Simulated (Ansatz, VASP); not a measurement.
**One calculation of La3Si2F, two programs**

```
La Si F
1.0
     7.87759    0.00000    0.00000
    -3.93880    6.82220    0.00000
     0.00000    0.00000    3.99501
La Si F
3 2 1
Direct
  0.50000 0.00000 0.50000
  0.50000 0.50000 0.50000
  0.00000 0.50000 0.50000
  0.33333 0.66667 0.00000
  0.66667 0.33333 0.00000
  0.00000 0.00000 0.00000
```

Change from the starting cell: species swapped into the SmAl3Pd2 type (P6/mmm, No. 191).

Alike in both runs: functional PBE; k mesh 3 × 3 × 4; occupations gaussian, width 0.1 eV; no spin polarisation.

Ansatz relaxed the structure, and its values are those at the end. VASP's run is a single point on that final structure, the one shown.

|  | VASP | Ansatz |
| --- | --- | --- |
| version | VASP 6.6.1 | Ansatz 0.2.0 |
| potentials or method | VASP PAW PBE potentials, release 64 (La, Si, F), cutoff 520 eV | scalar-relativistic, plane waves, PAW |
| valence electrons in the cell | 48 | 48 |

Ansatz gave:

- gap on the k mesh at the Fermi level (eV): none
- pressure (GPa): 0.1

**Question.** What did VASP give for the same quantities?

**Answer.** gap on the k mesh at the Fermi level (eV): none; pressure (GPa): 0.0.

A gap of «none» marks a metal or a gap that the smearing closes.

The k mesh is coarse, so the values compare programs but aren't converged. Neither program's run includes spin-orbit coupling.
